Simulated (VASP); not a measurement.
## KCl: single point with LDA

The system is KCl.

```
K Cl
1.0
     0.00000    3.03933    3.03933
     3.03933    0.00000    3.03933
     3.03933    3.03933    0.00000
K Cl
1 1
Direct
  0.99835 0.99835 0.99835
  0.50000 0.50000 0.50000
```

This cell differs from its parent crystal: -0.01, -0.01] A.

| Property | Result |
| --- | --- |
| Program | VASP 6.6.1 |
| Task | single point |
| Functional | LDA |
| Potentials or basis | VASP PAW LDA potentials, release 64 (K_sv, Cl) |
| Cutoff | 520 eV |
| k mesh | 6 × 6 × 6 |
| Occupations | gaussian, width 0.01 eV |
| Spin | no spin polarisation |
| Dipole correction | no |
| Further INCAR settings | ALGO = Normal; EDIFF = 1e-06; NBANDS = 15 |

```
Pressure               : 0.1 GPa
Largest force          : 0.032 eV/Å
Band gap on the k mesh : 5.11 eV
```

Forces on the atoms (eV/Å):
```
K    0.018  0.018  0.018
Cl  -0.018 -0.018 -0.018
```

Levels at points of the mesh, in eV from the valence-band top:
```csv
k point,band 6,band 7,band 8,band 9,band 10,band 11
"(0.00, 0.00, 0.00)",0.00,0.00,0.00,5.11,8.11,8.11
"(0.50, 0.00, 0.00)",-1.33,-0.44,-0.44,7.48,8.65,10.60
"(0.50, 0.50, 0.50)",-1.33,-0.44,-0.44,7.48,8.65,10.60
"(0.50, 0.50, 0.00)",-0.76,-0.25,-0.25,6.05,8.46,10.23
```

Run time: 11 s on 1 thread of Intel(R) Xeon(R) Platinum 8488C (Sapphire Rapids), on a shared host, peak memory 0.16 GiB.

Caveat: the cell differs from its parent crystal (-0.01, -0.01] A).
